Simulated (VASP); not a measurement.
# PbS in VASP: settings compared

PbS is run at these levels: PBE, r2SCAN; tasks: single point.

Everything below comes from runs of VASP 6.6.1. Logs are shortened: lines on timing, memory, paths and dates and some standing lists are left out, and cuts for length are marked.

## (1) The cell of the first run

The structure is cubic, space group F-43m (No. 216). Conventional cell: a = 6.770 Å, b = 6.770 Å, c = 6.770 Å, α = 90.00°, β = 90.00°, γ = 90.00°. Pb (site symmetry -43m) has 4 S at 2.93 Å within 3.9 Å. S (site symmetry -43m) has 4 Pb at 2.93 Å within 3.9 Å.

## (2) Single point, PBE (strain +2.5%)

Contents of INCAR:

```
SYSTEM = PbS
ALGO = Normal
EDIFF = 1E-6
ENCUT = 520
GGA = PE
ISIF = 2
ISMEAR = -1
LASPH = .TRUE.
LCHARG = .TRUE.
LELF = .TRUE.
LREAL = .FALSE.
LVHAR = .TRUE.
LWAVE = .FALSE.
NBANDS = 17
NELM = 60
PREC = Accurate
SIGMA = 0.02
```

Contents of KPOINTS:

```
k-points
0
G
  6 6 6
  0 0 0
```

Contents of POSCAR:

```
PbS
1.0
    0.0000000000      3.3848223321      3.3848223321
    3.3848223321      0.0000000000      3.3848223321
    3.3848223321      3.3848223321      0.0000000000
Pb S
1 1
Direct
    0.0000000000      0.0000000000      0.0000000000
    0.2500000000      0.2500000000      0.2500000000
```

Potentials or basis: VASP PAW PBE potentials, release 64 (Pb_d, S).

The run is started by

```sh
$ cat potpaw_PBE.64/Pb_d/POTCAR potpaw_PBE.64/S/POTCAR > POTCAR
$ mpirun -np 1 vasp_std > vasp.out
```

OUTCAR:

```text
SYSTEM = PbS
   EDIFF = 1E-6
   ENCUT = 520
   GGA = PE
   ISIF = 2
   ISMEAR = -1
   LASPH = .TRUE.
   LREAL = .FALSE.
   NELM = 60
   PREC = Accurate

 ion  position               nearest neighbor table
   1  0.000  0.000  0.000-   2 2.93   2 2.93   2 2.93   2 2.93
   2  0.250  0.250  0.250-   1 2.93   1 2.93   1 2.93   1 2.93

  LATTYP: Found a face centered cubic cell.
 ALAT       =     6.7696446642

  Lattice vectors:

 A1 = (   0.0000000000,   3.3848223321,   3.3848223321)
 A2 = (   3.3848223321,   0.0000000000,   3.3848223321)
 A3 = (   3.3848223321,   3.3848223321,   0.0000000000)

Analysis of symmetry for initial positions (statically):
=====================================================================
 Subroutine PRICEL returns:
 Original cell was already a primitive cell.

 Routine SETGRP: Setting up the symmetry group for a
 face centered cubic supercell.

 Subroutine GETGRP returns: Found 24 space group operations
 (whereof 24 operations were pure point group operations)
 out of a pool of 48 trial point group operations.

The static configuration has the point symmetry T_d .

Analysis of symmetry for dynamics (positions and initial velocities):
=====================================================================
 Subroutine PRICEL returns:
 Original cell was already a primitive cell.

 Routine SETGRP: Setting up the symmetry group for a
 face centered cubic supercell.

 Subroutine GETGRP returns: Found 24 space group operations
 (whereof 24 operations were pure point group operations)
 out of a pool of 48 trial point group operations.

The dynamic configuration has the point symmetry T_d .

 Subroutine INISYM returns: Found 24 space group operations
 (whereof 24 operations are pure point group operations),
 and found     1 'primitive' translations

----------------------------------------------------------------------------------------

                                     Primitive cell

  volume of cell :      77.5600

  direct lattice vectors                    reciprocal lattice vectors
     0.000000000  3.384822332  3.384822332    -0.147718241  0.147718241  0.147718241
     3.384822332  0.000000000  3.384822332     0.147718241 -0.147718241  0.147718241
     3.384822332  3.384822332  0.000000000     0.147718241  0.147718241 -0.147718241

  length of vectors
     4.786861648  4.786861648  4.786861648     0.255855498  0.255855498  0.255855498

  position of ions in fractional coordinates (direct lattice)
     0.000000000  0.000000000  0.000000000
     0.250000000  0.250000000  0.250000000

  ion indices of the primitive-cell ions
   primitive index   ion index
                 1           1
                 2           2

----------------------------------------------------------------------------------------

 KPOINTS: k-points

Automatic generation of k-mesh.
 Grid dimensions read from file:
 generate k-points for:    6    6    6

 Generating k-lattice:

  Cartesian coordinates                     Fractional coordinates (reciprocal lattice)
    -0.024619707  0.024619707  0.024619707     0.166666667  0.000000000  0.000000000
     0.024619707 -0.024619707  0.024619707     0.000000000  0.166666667  0.000000000
     0.024619707  0.024619707 -0.024619707     0.000000000  0.000000000  0.166666667

  Length of vectors
     0.042642583  0.042642583  0.042642583

  Shift w.r.t. Gamma in fractional coordinates (k-lattice)
     0.000000000  0.000000000  0.000000000

 Subroutine IBZKPT returns following result:
 ===========================================

 Found     16 irreducible k-points:

 Following reciprocal coordinates:
            Coordinates               Weight
  0.000000  0.000000  0.000000      1.000000
  0.166667  0.000000  0.000000      8.000000
  0.333333  0.000000  0.000000      8.000000
  0.500000  0.000000  0.000000      4.000000
  0.166667  0.166667  0.000000      6.000000
  0.333333  0.166667  0.000000     24.000000
[... 8 lines left out ...]
 -0.333333  0.333333  0.166667     24.000000
 -0.333333  0.500000  0.166667     12.000000
   k-points           NKPTS =     16   k-points in BZ     NKDIM =     16   number of bands    NBANDS=     17
   number of dos      NEDOS =    301   number of ions     NIONS =      2
   total plane-waves  NPLWV =  46656
   dimension x,y,z NGX =    36 NGY =   36 NGZ =   36
   dimension x,y,z NGXF=    72 NGYF=   72 NGZF=   72
   ions per type =               1   1
   NGX,Y,Z   is equivalent  to a cutoff of  12.50, 12.50, 12.50 a.u.
   NGXF,Y,Z  is equivalent  to a cutoff of  25.01, 25.01, 25.01 a.u.
 SYSTEM =  PbS
   PREC   = accura    normal or accurate (medium, high low for compatibility)
   ISTART =      0    job   : 0-new  1-cont  2-samecut
   ICHARG =      2    charge: 1-file 2-atom 10-const
   ISPIN  =      1    spin polarized calculation?
   LNONCOLLINEAR =      F non collinear calculations
   LSORBIT =      F    spin-orbit coupling
   LASPH  =      T    aspherical Exc in radial PAW
   ENCUT  =  520.0 eV  38.22 Ry    6.18 a.u.   8.90  8.90  8.90*2*pi/ulx,y,z
   NELM   =     60;   NELMIN=  2; NELMDL= -5     # of ELM steps
   EDIFF  = 0.1E-05   stopping-criterion for ELM
   LREAL  =      F    real-space projection
   EDIFFG = 0.1E-04   stopping-criterion for IOM
   NSW    =      0    number of steps for IOM
   IBRION =     -1    ionic relax: 0-MD 1-quasi-New 2-CG
   NFREE  =      0    steps in history (QN), initial steepest desc. (CG)
   ISIF   =      2    stress and relaxation
   ISYM   =      2    0-nonsym 1-usesym 2-fastsym
   POTIM  = 0.5000    time-step for ionic-motion
   TEBEG  =    0.0;   TEEND  =   0.0 temperature during run
   PSTRESS=    0.0 pullay stress
   NELECT =      20.0000    total number of electrons
   NUPDOWN=      -1.0000    fix difference up-down
   EMIN   =  10.00;   EMAX   =-10.00  energy-range for DOS
   EFERMI =   0.00;   METHOD = LEGACY
   ISMEAR =    -1;   SIGMA  =   0.02  broadening in eV -4-tet -1-fermi 0-gaus
   EFERMI_NEDOS =   21; number of points for ismear=-14 and -15
   IALGO  =     38    algorithm
   IMIX   =      4    mixing-type and parameters
     AMIX     =   0.40;   BMIX     =  1.00
     AMIX_MAG =   1.60;   BMIX_MAG =  1.00
  volume/ion in A,a.u.               =      38.78       261.70
  Fermi-wavevector in a.u.,A,eV,Ry     =   1.042011  1.969115 14.773027  1.085787
  Thomas-Fermi vector in A             =   2.176657
   LORBIT       =      0    0 simple, 1 ext, 2 COOP (PROOUT), +10 PAW based schemes
   GGA     = PE    functional components
   LHFCALC =     F    Hartree Fock is set to
   AEXX    =    0.0000 exact exchange contribution
   IVDW    =     0    specifies the selected vdW correction
   LEPSILON=     F    determine dielectric tensor
   LRPA    =     F    only Hartree local field effects (RPA)
 non-spin polarized calculation
  energy-cutoff  :      520.00
  volume of cell :       77.56
 maximum number of plane-waves:      2100
   NGX = 17   NGY = 17   NGZ = 17

 number of electron      20.0000004 magnetization

 Free energy of the ion-electron system (eV)
  ---------------------------------------------------
  ext. energy  EPLUGINS =         0.00000000
  ---------------------------------------------------
  free energy    TOTEN  =        -8.38574586 eV

  energy without entropy =       -8.38574586  energy(sigma->0) =       -8.38574586

 E-fermi :   2.5586     XC(G=0):  -7.6114

 val. band max:        2.0931233556   @ k =  -0.3333   0.5000   0.1667
 cond. band min:       3.1495626803   @ k =   0.5000   0.5000   0.0000
 fundamental gap:      1.0564393247
 Fermi energy:         2.5586323573

 k-point     1 :       0.0000    0.0000    0.0000
  band No.  band energies     occupation
      1     -14.4202      2.00000
      2     -14.4202      2.00000
      3     -14.4202      2.00000
      4     -14.3971      2.00000
      5     -14.3971      2.00000
      6      -9.9545      2.00000
[... 9 lines left out ...]
     16      10.8145      0.00000
     17      11.7806      0.00000

 k-point     2 :       0.1667    0.0000    0.0000
  band No.  band energies     occupation
      1     -14.4250      2.00000
      2     -14.4179      2.00000
      3     -14.4179      2.00000
      4     -14.3968      2.00000
      5     -14.3968      2.00000
      6      -9.8248      2.00000
[... 9 lines left out ...]
     16      10.1633      0.00000
     17      11.1939      0.00000

 k-point     3 :       0.3333    0.0000    0.0000
  band No.  band energies     occupation
      1     -14.4346      2.00000
      2     -14.4145      2.00000
      3     -14.4145      2.00000
      4     -14.3950      2.00000
      5     -14.3950      2.00000
      6      -9.5250      2.00000
[... 9 lines left out ...]
     16      10.2263      0.00000
     17      11.4505      0.00000

 k-point     4 :       0.5000    0.0000    0.0000
  band No.  band energies     occupation
      1     -14.4393      2.00000
      2     -14.4135      2.00000
      3     -14.4135      2.00000
      4     -14.3934      2.00000
      5     -14.3934      2.00000
      6      -9.3462      2.00000
[... 9 lines left out ...]
     16      10.9213      0.00000
     17      10.9213      0.00000

 k-point     5 :       0.1667    0.1667    0.0000
  band No.  band energies     occupation
      1     -14.4294      2.00000
      2     -14.4154      2.00000
      3     -14.4154      2.00000
      4     -14.3985      2.00000
      5     -14.3954      2.00000
      6      -9.7805      2.00000
[... 9 lines left out ...]
     16      11.0451      0.00000
     17      12.4599      0.00000

 k-point     6 :       0.3333    0.1667    0.0000
  band No.  band energies     occupation
      1     -14.4375      2.00000
      2     -14.4122      2.00000
      3     -14.4113      2.00000
      4     -14.3987      2.00000
      5     -14.3937      2.00000
      6      -9.5311      2.00000
[... 9 lines left out ...]
     16      11.0437      0.00000
     17      12.2166      0.00000

 k-point     7 :       0.5000    0.1667    0.0000
  band No.  band energies     occupation
      1     -14.4418      2.00000
      2     -14.4118      2.00000
      3     -14.4100      2.00000
      4     -14.3963      2.00000
      5     -14.3930      2.00000
      6      -9.2921      2.00000
[... 9 lines left out ...]
     16      11.0893      0.00000
     17      11.3454      0.00000

 k-point     8 :      -0.3333    0.1667    0.0000
  band No.  band energies     occupation
      1     -14.4392      2.00000
      2     -14.4125      2.00000
      3     -14.4113      2.00000
      4     -14.3956      2.00000
      5     -14.3944      2.00000
      6      -9.3548      2.00000
[... 9 lines left out ...]
     16      10.4380      0.00000
     17      11.6138      0.00000

 k-point     9 :      -0.1667    0.1667    0.0000
  band No.  band energies     occupation
      1     -14.4318      2.00000
      2     -14.4152      2.00000
      3     -14.4142      2.00000
      4     -14.3975      2.00000
      5     -14.3951      2.00000
      6      -9.6342      2.00000
[... 9 lines left out ...]
     16      10.0558      0.00000
     17      12.2361      0.00000

 k-point    10 :       0.3333    0.3333    0.0000
  band No.  band energies     occupation
      1     -14.4474      2.00000
      2     -14.4057      2.00000
      3     -14.4057      2.00000
      4     -14.4018      2.00000
      5     -14.3921      2.00000
      6      -9.3664      2.00000
[... 9 lines left out ...]
     16      11.6573      0.00000
     17      13.4343      0.00000

 k-point    11 :       0.5000    0.3333    0.0000
  band No.  band energies     occupation
      1     -14.4506      2.00000
      2     -14.4054      2.00000
      3     -14.4035      2.00000
      4     -14.4009      2.00000
      5     -14.3917      2.00000
      6      -9.1724      2.00000
[... 9 lines left out ...]
     16      11.5771      0.00000
     17      12.7466      0.00000

 k-point    12 :      -0.3333    0.3333    0.0000
  band No.  band energies     occupation
      1     -14.4456      2.00000
      2     -14.4093      2.00000
      3     -14.4055      2.00000
      4     -14.3978      2.00000
      5     -14.3942      2.00000
      6      -9.1672      2.00000
[... 9 lines left out ...]
     16      11.0732      0.00000
     17      12.9071      0.00000

 k-point    13 :       0.5000    0.5000    0.0000
  band No.  band energies     occupation
      1     -14.4561      2.00000
      2     -14.4035      2.00000
      3     -14.4008      2.00000
      4     -14.4008      2.00000
      5     -14.3904      2.00000
      6      -9.1055      2.00000
[... 9 lines left out ...]
     16      12.1268      0.00000
     17      12.3669      0.00000

 k-point    14 :       0.5000    0.3333    0.1667
  band No.  band energies     occupation
      1     -14.4436      2.00000
      2     -14.4105      2.00000
      3     -14.4066      2.00000
      4     -14.3989      2.00000
      5     -14.3931      2.00000
      6      -9.2997      2.00000
[... 9 lines left out ...]
     16      11.2805      0.00000
     17      12.2787      0.00000

 k-point    15 :      -0.3333    0.3333    0.1667
  band No.  band energies     occupation
      1     -14.4453      2.00000
      2     -14.4108      2.00000
      3     -14.4047      2.00000
      4     -14.3977      2.00000
      5     -14.3938      2.00000
      6      -9.1672      2.00000
[... 9 lines left out ...]
     16      11.0881      0.00000
     17      12.2547      0.00000

 k-point    16 :      -0.3333    0.5000    0.1667
  band No.  band energies     occupation
      1     -14.4501      2.00000
      2     -14.4072      2.00000
      3     -14.4028      2.00000
      4     -14.3994      2.00000
      5     -14.3925      2.00000
      6      -9.1018      2.00000
[... 9 lines left out ...]
     16      11.8352      0.00000
     17      11.8509      0.00000

------------------------ aborting loop because EDIFF is reached ----------------------------------------

  FORCE on cell =-STRESS in cart. coord.  units (eV):
  Direction    XX          YY          ZZ          XY          YZ          ZX
  --------------------------------------------------------------------------------------
  -------------------------------------------------------------------------------------
  Total       -0.8525520     -0.8525520     -0.8525520     -0.0000000      0.0000000      0.0000000
  in kB      -17.6113975    -17.6113975    -17.6113975     -0.0000000      0.0000000      0.0000000
  external PRESSURE =     -17.6113975 kB  Pullay stress =       0.0000000 kB

 VOLUME and BASIS-vectors are now :
 -----------------------------------------------------------------------------
  energy-cutoff  :      520.00
  volume of cell :       77.56
      direct lattice vectors                 reciprocal lattice vectors
     0.000000000  3.384822332  3.384822332    -0.147718241  0.147718241  0.147718241
     3.384822332  0.000000000  3.384822332     0.147718241 -0.147718241  0.147718241
     3.384822332  3.384822332  0.000000000     0.147718241  0.147718241 -0.147718241

 POSITION                                       TOTAL-FORCE (eV/Angst)
 -----------------------------------------------------------------------------------
      0.00000      0.00000      0.00000        -0.000000      0.000000     -0.000000
      1.69241      1.69241      1.69241         0.000000     -0.000000      0.000000
 -----------------------------------------------------------------------------------
    total drift:                                0.000000      0.000000      0.000000

  FREE ENERGIE OF THE ION-ELECTRON SYSTEM (eV)
  ---------------------------------------------------
  free  energy   TOTEN  =        -8.3857458622 eV

  energy  without entropy=       -8.3857458622  energy(sigma->0) =       -8.38574586
```

Wall time 25 s (1 thread of Intel Xeon 8259CL, shared host); peak memory 0.2 GiB.

Results:

```
Free energy            : -8.3857 eV
Pressure               : -1.8 GPa
Band gap on the k mesh : 1.06 eV, indirect (least direct gap 1.36 eV)
```

Levels at points of the mesh, in eV from the valence-band top:
| k point | band 7 | band 8 | band 9 | band 10 | band 11 | band 12 | band 13 | band 14 |
| --- | --- | --- | --- | --- | --- | --- | --- | --- |
| (0.00, 0.00, 0.00) | -6.02 | -1.39 | -1.39 | -1.39 | 2.62 | 2.62 | 2.62 | 5.35 |
| (0.50, 0.00, 0.00) | -7.44 | -1.84 | -1.84 | -1.65 | 3.28 | 3.28 | 3.55 | 7.16 |
| (0.50, 0.50, 0.00) | -7.79 | -2.47 | -2.47 | -0.30 | 1.06 | 4.92 | 4.92 | 6.14 |

Caveat: the cell differs from its parent crystal (strain +2.5%); spin-orbit coupling is left out, which moves the levels of the heavy elements. A k mesh can miss the band edges.

(Part 1 of 3 ends here.)
